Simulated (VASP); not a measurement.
The system is Sc.

```xyz
2
Lattice="3.2912 0.0000 0.0000 -1.6456 2.8503 0.0000 0.0000 0.0000 5.3326" Properties=species:S:1:pos:R:3 pbc="T T T"
Sc    0.0000    1.9002    1.3331
Sc    1.6456    0.9501    3.9994
```

| Quantity | Value |
| --- | --- |
| Program | VASP 6.6.1 |
| Task | relaxation of cell and atoms |
| Functional | PBEsol |
| Potentials or basis | VASP PAW PBE potentials, release 64 (Sc_sv) |
| Cutoff | 600 eV |
| k mesh | 15 × 15 × 8 |
| Occupations | gaussian, width 0.1 eV |
| Spin | no spin polarisation |

At the start: pressure -2.8 GPa; volume 25.01 Å³/atom.

Question: How do energy, volume and symmetry change on relaxing?

Answer: Over 8 steps the energy falls by 19.0 meV/atom and the volume is 23.67 Å³/atom (-5.4 %); space group P6_3/mmc (No. 194, to 0.1 Å) before and after.

Step by step:
```tsv
step	energy change (eV)	largest force (eV/Å)	pressure (GPa)	volume (Å³)
1	0.0000	0.0000	-2.78	50.02
2	-0.0335	0.0000	0.54	46.94
3	-0.0336	0.0000	0.41	47.04
4	-0.0374	0.0000	0.17	47.21
5	-0.0379	0.0000	0.04	47.29
6	-0.0379	0.0000	0.04	47.29
7	-0.0379	0.0000	-0.01	47.34
8	-0.0379	0.0000	0.00	47.33
```

Final structure:
```yaml
crystal:
  lattice:
    - [3.27852, 0.00000, 0.00000]
    - [-1.63926, 2.83928, 0.00000]
    - [0.00000, 0.00000, 5.08461]
  atoms:
    - { symbol: Sc, position: [0.33333, 0.66667, 0.25000] }
    - { symbol: Sc, position: [0.66667, 0.33333, 0.75000] }
```

Caveat: the PAW data sets were made with another functional, which shifts forces and pressure a little.
